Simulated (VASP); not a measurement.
# Ir6O in VASP: single point with PBE

Aim: the single point of Ir6O with PBE.

Program: VASP 6.6.1. These are calculated values, not measurements. Logs are shortened: lines on timing, memory, paths and dates and some standing lists are left out, and cuts for length are marked.

**1. The cell of the first run**

The cell holds a slab with vacuum, 14 atoms: a = 5.430 Å, b = 5.430 Å, c = 23.668 Å, α = 90.00°, β = 90.00°, γ = 120.00°.

**2. Single point, PBE**

INCAR reads:

```
SYSTEM = Ir6O
PREC     = Accurate       ! precision mode
ENCUT    = 520            ! plane-wave cutoff, eV
EDIFF    = 1E-6           ! SCF threshold, eV
ISMEAR   = -1             ! smearing method
SIGMA    = 0.05           ! smearing width, eV
LREAL    = .FALSE.        ! projectors in reciprocal space
LASPH    = .TRUE.         ! aspherical terms in the spheres
NELM     = 120            ! most SCF steps
ALGO     = Normal         ! electronic algorithm
ISIF     = 2              ! what is computed and relaxed
LWAVE    = .FALSE.        ! write WAVECAR
LCHARG   = .FALSE.        ! write CHGCAR
LDIPOL   = .TRUE.       
IDIPOL   = 3            
DIPOL    = 0.5 0.5 0.461
GGA      = PE             ! functional
NBANDS   = 121            ! bands
GGA_COMPAT= .FALSE.      
NELMDL   = -8
```

KPOINTS reads:

```
Automatic mesh
0
G
  6 6 1
  0 0 0
```

POSCAR reads:

```
Ir6O
1.0
    5.4297315514      0.0000000000      0.0000000000
   -2.7148657757      4.7022854592      0.0000000000
    0.0000000000      0.0000000000     23.6682572471
Ir O
12 2
Direct
    0.3333333333      0.1666666667      0.3380054525
    0.3333333333      0.6666666667      0.3380054525
    0.8333333333      0.1666666667      0.3380054525
    0.8333333333      0.6666666667      0.3380054525
    0.6666666667      0.3333333333      0.4316616351
    0.6666666667      0.8333333333      0.4316616351
    0.1666666667      0.3333333333      0.4316616351
    0.1666666667      0.8333333333      0.4316616351
    0.0000000000      0.5000000000      0.5253178178
    0.0000000000      0.0000000000      0.5253178178
    0.5000000000      0.5000000000      0.5253178178
    0.5000000000      0.0000000000      0.5253178178
    0.2500000000      0.5000000000      0.6106641945
    0.2500000000      0.5000000000      0.6628395612
```

Potentials or basis: VASP PAW PBE potentials, release 64 (Ir_sv_GW, O).

Run with:

```
$ cat potpaw_PBE.64/Ir_sv_GW/POTCAR potpaw_PBE.64/O/POTCAR > POTCAR
$ mpirun -np 1 vasp_std > vasp.out
```

OUTCAR:

```text
SYSTEM = Ir6O
   PREC = Accurate
   ENCUT = 520
   EDIFF = 1E-6
   ISMEAR = -1
   LREAL = .FALSE.
   LASPH = .TRUE.
   NELM = 120
   ISIF = 2
   GGA = PE
   NELMDL = -8

 ion  position               nearest neighbor table
   1  0.333  0.167  0.338-   7 2.71   8 2.71   5 2.71   4 2.71   2 2.71   2 2.71   4 2.71   3 2.71
                             3 2.71
   2  0.333  0.667  0.338-   8 2.71   7 2.71   6 2.71   3 2.71   1 2.71   1 2.71   3 2.71   4 2.71
                             4 2.71
   3  0.833  0.167  0.338-   5 2.71   6 2.71   7 2.71   4 2.71   2 2.71   4 2.71   2 2.71   1 2.71
                             1 2.71
   4  0.833  0.667  0.338-   6 2.71   5 2.71   8 2.71   3 2.71   1 2.71   3 2.71   1 2.71   2 2.71
                             2 2.71
   5  0.667  0.333  0.432-   3 2.71   4 2.71   1 2.71   6 2.71   8 2.71   6 2.71   8 2.71   7 2.71
                             7 2.71  12 2.71   9 2.71  11 2.71
   6  0.667  0.833  0.432-   4 2.71   3 2.71   2 2.71   5 2.71   7 2.71   5 2.71   7 2.71   8 2.71
                             8 2.71  11 2.71  10 2.71  12 2.71
   7  0.167  0.333  0.432-   1 2.71   2 2.71   3 2.71   6 2.71   8 2.71   8 2.71   6 2.71   5 2.71
                             5 2.71  10 2.71  11 2.71   9 2.71
   8  0.167  0.833  0.432-   2 2.71   1 2.71   4 2.71   5 2.71   7 2.71   7 2.71   5 2.71   6 2.71
                             6 2.71   9 2.71  12 2.71  10 2.71
   9  0.000  0.500  0.525-  13 2.43  12 2.71  10 2.71  10 2.71  12 2.71  11 2.71  11 2.71   8 2.71
                             5 2.71   7 2.71
  10  0.000  0.000  0.525-   9 2.71  11 2.71   9 2.71  11 2.71  12 2.71  12 2.71   7 2.71   6 2.71
                             8 2.71
  11  0.500  0.500  0.525-  13 2.43  12 2.71  10 2.71  12 2.71  10 2.71   9 2.71   9 2.71   6 2.71
                             7 2.71   5 2.71
  12  0.500  0.000  0.525-   9 2.71  11 2.71  11 2.71   9 2.71  10 2.71  10 2.71   5 2.71   8 2.71
                             6 2.71
  13  0.250  0.500  0.611-  14 1.23  11 2.43   9 2.43
  14  0.250  0.500  0.663-  13 1.23

  LATTYP: Found a hexagonal cell.
 ALAT       =     5.4297315514
 C/A-ratio  =     4.3590105741

  Lattice vectors:

 A1 = (   5.4297315514,   0.0000000000,   0.0000000000)
 A2 = (  -2.7148657757,   4.7022854592,   0.0000000000)
 A3 = (   0.0000000000,   0.0000000000,  23.6682572471)

Analysis of symmetry for initial positions (statically):
=====================================================================
 Subroutine PRICEL returns:
 Original cell was already a primitive cell.

 Routine SETGRP: Setting up the symmetry group for a
 hexagonal supercell.

 Subroutine GETGRP returns: Found  2 space group operations
 (whereof  2 operations were pure point group operations)
 out of a pool of 24 trial point group operations.

The static configuration has the point symmetry C_1h.

Analysis of symmetry for dynamics (positions and initial velocities):
=====================================================================
 Subroutine PRICEL returns:
 Original cell was already a primitive cell.

 Routine SETGRP: Setting up the symmetry group for a
 hexagonal supercell.

 Subroutine GETGRP returns: Found  2 space group operations
 (whereof  2 operations were pure point group operations)
 out of a pool of 24 trial point group operations.

The dynamic configuration has the point symmetry C_1h.

 Subroutine INISYM returns: Found  2 space group operations
 (whereof  2 operations are pure point group operations),
 and found     1 'primitive' translations

----------------------------------------------------------------------------------------

                                     Primitive cell

  volume of cell :     604.3014

  direct lattice vectors                    reciprocal lattice vectors
     5.429731551  0.000000000  0.000000000     0.184171168  0.106331273  0.000000000
    -2.714865776  4.702285459  0.000000000     0.000000000  0.212662546  0.000000000
     0.000000000  0.000000000 23.668257247     0.000000000  0.000000000  0.042250682

  length of vectors
     5.429731551  5.429731551 23.668257247     0.212662546  0.212662546  0.042250682

  position of ions in fractional coordinates (direct lattice)
     0.333333333  0.166666667  0.338005452
     0.333333333  0.666666667  0.338005452
     0.833333333  0.166666667  0.338005452
     0.833333333  0.666666667  0.338005452
     0.666666667  0.333333333  0.431661635
[... 56 lines left out ...]
  0.166667  0.000000  0.000000      4.000000
  0.000000  0.166667  0.000000      2.000000
  0.333333  0.000000  0.000000      4.000000
  0.000000  0.333333  0.000000      2.000000
  0.500000  0.000000  0.000000      2.000000
  0.000000  0.500000  0.000000      1.000000
  0.166667  0.166667  0.000000      4.000000
 -0.333333  0.166667  0.000000      2.000000
  0.333333  0.166667  0.000000      4.000000
 -0.166667  0.500000  0.000000      4.000000
  0.500000  0.333333  0.000000      4.000000
  0.333333  0.333333  0.000000      2.000000
   k-points           NKPTS =     13   k-points in BZ     NKDIM =     13   number of bands    NBANDS=    121
   number of dos      NEDOS =    301   number of ions     NIONS =     14
   total plane-waves  NPLWV = 288000
   dimension x,y,z NGX =    40 NGY =   40 NGZ =  180
   dimension x,y,z NGXF=    80 NGYF=   80 NGZF=  360
   ions per type =              12   2
   NGX,Y,Z   is equivalent  to a cutoff of  12.25, 12.25, 12.64 a.u.
   NGXF,Y,Z  is equivalent  to a cutoff of  24.49, 24.49, 25.29 a.u.
 SYSTEM =  Ir6O
   PREC   = accura    normal or accurate (medium, high low for compatibility)
   ISTART =      0    job   : 0-new  1-cont  2-samecut
   ICHARG =      2    charge: 1-file 2-atom 10-const
   ISPIN  =      1    spin polarized calculation?
   LNONCOLLINEAR =      F non collinear calculations
   LSORBIT =      F    spin-orbit coupling
   LASPH  =      T    aspherical Exc in radial PAW
   ENCUT  =  520.0 eV  38.22 Ry    6.18 a.u.  10.10 10.10 44.01*2*pi/ulx,y,z
   NELM   =    120;   NELMIN=  2; NELMDL= -8     # of ELM steps
   EDIFF  = 0.1E-05   stopping-criterion for ELM
   LREAL  =      F    real-space projection
   EDIFFG = 0.1E-04   stopping-criterion for IOM
   NSW    =      0    number of steps for IOM
   IBRION =     -1    ionic relax: 0-MD 1-quasi-New 2-CG
   NFREE  =      0    steps in history (QN), initial steepest desc. (CG)
   ISIF   =      2    stress and relaxation
   ISYM   =      2    0-nonsym 1-usesym 2-fastsym
   POTIM  = 0.5000    time-step for ionic-motion
   TEBEG  =    0.0;   TEEND  =   0.0 temperature during run
   PSTRESS=    0.0 pullay stress
   NELECT =     216.0000    total number of electrons
   NUPDOWN=      -1.0000    fix difference up-down
   EMIN   =  10.00;   EMAX   =-10.00  energy-range for DOS
   EFERMI =   0.00;   METHOD = LEGACY
   ISMEAR =    -1;   SIGMA  =   0.05  broadening in eV -4-tet -1-fermi 0-gaus
   EFERMI_NEDOS =   21; number of points for ismear=-14 and -15
   IALGO  =     38    algorithm
   IMIX   =      4    mixing-type and parameters
     AMIX     =   0.40;   BMIX     =  1.00
     AMIX_MAG =   1.60;   BMIX_MAG =  1.00
  volume/ion in A,a.u.               =      43.16       291.29
  Fermi-wavevector in a.u.,A,eV,Ry     =   1.161827  2.195535 18.365721  1.349842
  Thomas-Fermi vector in A             =   2.298395
   LORBIT       =      0    0 simple, 1 ext, 2 COOP (PROOUT), +10 PAW based schemes
   GGA     = PE    functional components
   LHFCALC =     F    Hartree Fock is set to
   AEXX    =    0.0000 exact exchange contribution
   IVDW    =     0    specifies the selected vdW correction
   LEPSILON=     F    determine dielectric tensor
   LRPA    =     F    only Hartree local field effects (RPA)
 non-spin polarized calculation
  energy-cutoff  :      520.00
  volume of cell :      604.30
 maximum number of plane-waves:     16338
   NGX = 21   NGY = 21   NGZ = 89

 dipolmoment           0.000000      0.000000     -0.447194 electrons x Angstroem

 number of electron     216.0000012 magnetization

 dipolmoment           0.000000      0.000000      0.111193 electrons x Angstroem

 Free energy of the ion-electron system (eV)
  ---------------------------------------------------
  ext. energy  EPLUGINS =         0.00000000
  ---------------------------------------------------
  free energy    TOTEN  =      -115.18774873 eV

  energy without entropy =     -115.02789802  energy(sigma->0) =     -115.10782338

 E-fermi :  -0.2878     XC(G=0):  -5.3213

 val. band max:       -0.2889738676   @ k =   0.1667   0.1667   0.0000
 cond. band min:      -0.2829041028   @ k =  -0.3333   0.1667   0.0000
 fundamental gap:      0.0060697649
 Fermi energy:        -0.2878439082

 k-point     1 :       0.0000    0.0000    0.0000
  band No.  band energies     occupation
      1     -93.3449      2.00000
      2     -93.3078      2.00000
      3     -93.2965      2.00000
      4     -93.2857      2.00000
      5     -92.8332      2.00000
      6     -92.8091      2.00000
[... 1588 lines left out ...]
    119       0.2163      0.00008
    120       0.3434      0.00001
 [bands above 120 left out]

------------------------ aborting loop because EDIFF is reached ----------------------------------------

 vacuum level on the upper side and lower side of the slab       (xc-potential included)         0.292        -0.502

  FORCE on cell =-STRESS in cart. coord.  units (eV):
  Direction    XX          YY          ZZ          XY          YZ          ZX
  --------------------------------------------------------------------------------------
  -------------------------------------------------------------------------------------
  Total      -10.5810102    -10.7408434     -7.7859031      0.0000000      0.0329008      0.0000000
  in kB      -28.0533083    -28.4770723    -20.6426736      0.0000000      0.0872294      0.0000000
  external PRESSURE =     -25.7243514 kB  Pullay stress =       0.0000000 kB

 VOLUME and BASIS-vectors are now :
 -----------------------------------------------------------------------------
  energy-cutoff  :      520.00
  volume of cell :      604.30
      direct lattice vectors                 reciprocal lattice vectors
     5.429731551  0.000000000  0.000000000     0.184171168  0.106331273  0.000000000
    -2.714865776  4.702285459  0.000000000     0.000000000  0.212662546  0.000000000
     0.000000000  0.000000000 23.668257247     0.000000000  0.000000000  0.042250682

 POSITION                                       TOTAL-FORCE (eV/Angst)
 -----------------------------------------------------------------------------------
      1.35743      0.78371      8.00000        -0.000433      0.018781      0.267375
     -0.00000      3.13486      8.00000         0.000000     -0.015815      0.384419
      4.07230      0.78371      8.00000         0.000433      0.018781      0.267375
      2.71487      3.13486      8.00000        -0.000000      0.028196      0.462158
      2.71487      1.56743     10.21668        -0.000000      0.035781      0.270794
      1.35743      3.91857     10.21668         0.038675     -0.038284      0.071796
      0.00000      1.56743     10.21668        -0.000000     -0.043595     -0.265619
     -1.35743      3.91857     10.21668        -0.038675     -0.038284      0.071796
     -1.35743      2.35114     12.43336         0.009434      0.039371      0.011566
      0.00000      0.00000     12.43336        -0.000000     -0.067761     -0.517549
      1.35743      2.35114     12.43336        -0.009434      0.039371      0.011566
      2.71487      0.00000     12.43336        -0.000000      0.015882     -0.635659
      0.00000      2.35114     14.45336        -0.000000     -0.034583     -2.442394
      0.00000      2.35114     15.68826        -0.000000      0.042160      2.042376
 -----------------------------------------------------------------------------------
    total drift:                                0.000000      0.000027      0.000863

  FREE ENERGIE OF THE ION-ELECTRON SYSTEM (eV)
  ---------------------------------------------------
  free  energy   TOTEN  =      -115.1877487320 eV

  energy  without entropy=     -115.0278980208  energy(sigma->0) =     -115.10782338

 vacuum level on the upper side and lower side of the slab         5.809         5.006
```

It took 67 min on 1 thread of Intel Xeon 6975P-C (Granite Rapids), shared host; peak memory 1 GiB.

Results:

```
Free energy            : -115.1877 eV
Largest force          : 2.443 eV/Å
Band gap on the k mesh : zero (bands 108 and 109 overlap by 1.04 eV)
```

Forces on the atoms (eV/Å):
```
Ir   0.000  0.019  0.267
Ir   0.000 -0.016  0.384
Ir   0.000  0.019  0.267
Ir   0.000  0.028  0.462
Ir   0.000  0.036  0.271
Ir   0.039 -0.038  0.072
Ir   0.000 -0.044 -0.266
Ir  -0.039 -0.038  0.072
Ir   0.009  0.039  0.012
Ir   0.000 -0.068 -0.518
Ir  -0.009  0.039  0.012
Ir   0.000  0.016 -0.636
O    0.000 -0.035 -2.442
O    0.000  0.042  2.042
```

Caveat: the standard files for N, O and F lose accuracy on very short bonds; spin-orbit coupling is left out, which moves the levels of the heavy elements.
